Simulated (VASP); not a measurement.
Runs of VASP 6.6.1 on Sc. The structure is that of space group Fm-3m (No. 225), or close to it. The cells are those of the table. 

```tsv
task	level	cell	cutoff (eV)	smearing	gap on the mesh (eV)	pressure (GPa)	relaxed volume (Å³/atom)
single point	PBE	a = 3.202, b = 3.216, c = 3.226 Å, angles 61.4, 61.3, 62.2°, 1 atom	520	fermi-dirac 0.05 eV	none	0.7	-
relaxation of cell and atoms	PBEsol	relaxed from a = 3.202, b = 3.216, c = 3.226 Å, angles 61.4, 61.3, 62.2°, 1 atom	600	fermi-dirac 0.05 eV	none	0.0	23.64
single point	RPBE+D3(BJ)	a = 2.895 Å, angles 60.0°, 1 atom	520	gaussian 0.1 eV	none	0.2	-
single point	PBEsol	a = 3.219, b = 3.219, c = 3.222 Å, angles 60.0, 60.0, 60.1°, 1 atom	520	fermi-dirac 0.05 eV	none	0.0	-
relaxation of cell and atoms	BLYP	relaxed from a = 3.202, b = 3.216, c = 3.226 Å, angles 61.4, 61.3, 62.2°, 1 atom	600	fermi-dirac 0.05 eV	none	0.0	(a)
```

Alike in all rows: potentials or basis VASP PAW PBE potentials, release 64 (Sc_sv); no spin polarisation; k mesh 10 × 10 × 10.

Problem. Estimate the missing entries.

Solution. (a) 25.00.

Caveats: the PAW data sets were made with another functional, which shifts forces and pressure a little (some runs); pairwise dispersion overbinds metals, which lowers pressure and volume (some runs).

A gap of «none» marks levels without a gap at the run's occupations.
